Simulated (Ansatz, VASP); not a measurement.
**One calculation of MnO, two programs**

Contents of INCAR:

```
SYSTEM = MnO
PREC = Accurate
ENCUT = 520
EDIFF = 1E-6
ISMEAR = 0
SIGMA = 0.1
LREAL = .FALSE.
LASPH = .TRUE.
NELM = 150
ALGO = Normal
ISIF = 2
LWAVE = .FALSE.
LCHARG = .FALSE.
ISPIN = 2
MAGMOM = 4.2 0.23
LORBIT = 11
LMAXMIX = 4
GGA = PS
NBANDS = 20
```

Contents of KPOINTS:

```
regular mesh
0
G
  16 16 16
  0 0 0
```

POSCAR

```
MnO
1.0
    0.0000000000      2.1023215667      2.1023215667
    2.1023215667      0.0000000000      2.1023215667
    2.1023215667      2.1023215667      0.0000000000
Mn O
1 1
Direct
    0.0000000000      0.0000000000      0.0000000000
    0.5000000000      0.5000000000      0.5000000000
```

Input for Ansatz:

```yaml
crystal:
  lattice:
    - [0.0, 2.1023215142, 2.1023215142]
    - [2.1023215142, 0.0, 2.1023215142]
    - [2.1023215142, 2.1023215142, 0.0]
  atoms:
    - { symbol: Mn, position: [0.0, 0.0, 0.0], spin: 4.2 }
    - { symbol: O, position: [0.5, 0.5, 0.5], spin: 0.23 }
basis:
  ecutwfc: 420
kpoints:
  mp_grid: { grid: [16, 16, 16] }
hamiltonian:
  xc: pbesol
scf:
  occupations: { method: gaussian, width: 0.1 }
output:
  forces: true
  stress: true
  eigenvalues: true
  populations: true
magnetization:
  spin_polarized: true
```

Alike in both runs: task single point; functional PBEsol; k mesh 16 × 16 × 16; occupations gaussian, width 0.1 eV; collinear spin.

|  | VASP | Ansatz |
| --- | --- | --- |
| version | VASP 6.6.1 | Ansatz 0.2.0 |
| potentials or method | VASP PAW PBE potentials, release 64 (Mn_pv, O), cutoff 520 eV | scalar-relativistic, plane waves, PAW |
| valence electrons in the cell | 19 | 21 |

```csv
,VASP,Ansatz,Ansatz less VASP
gap on the k mesh at the Fermi level (eV),none,none,-
pressure (GPa),13.2,12.4,-0.74
net moment per atom (μB),2.07,2.07,0.000
size of the moment on the site where the two differ most (μB),3.83,3.50,-0.329
```

VASP's potentials were made for PBE, not for PBEsol. Site moments also hang on the region over which each program counts them. A gap of «none» marks a metal or a gap that the smearing closes. The functional is the same, so the differences come from potentials, cutoffs and numerics. VASP's potentials hold 19 valence electrons a cell and Ansatz's 21, so a difference there can come from the potentials and not from the codes.
